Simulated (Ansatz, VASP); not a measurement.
## GaN in VASP and in Ansatz

```xyz
2
Lattice="0.0000 2.1352 2.1352 2.1352 0.0000 2.1352 2.1352 2.1352 0.0000" Properties=species:S:1:pos:R:3 pbc="T T T"
Ga    0.0000    0.0000    0.0000
N     2.1352    2.1352    2.1352
```

Alike in both runs: task single point; functional r2SCAN; k mesh 8 × 8 × 8; no spin polarisation.

|  | VASP | Ansatz |
| --- | --- | --- |
| version | VASP 6.6.1 | Ansatz 0.2.0 |
| potentials or method | VASP PAW PBE potentials, release 64 (Ga_d, N), cutoff 520 eV | plane waves, PAW |
| occupations | gaussian, width 0.01 eV | fixed |
| valence electrons in the cell | 18 | 18 |

|  | VASP | Ansatz | Ansatz less VASP |
| --- | --- | --- | --- |
| gap on the k mesh at the Fermi level (eV) | 0.92 | 0.94 | +0.021 |
| pressure (GPa) | -7.5 | -8.5 | -1.04 |

VASP's potentials were made for PBE, not for r2SCAN.
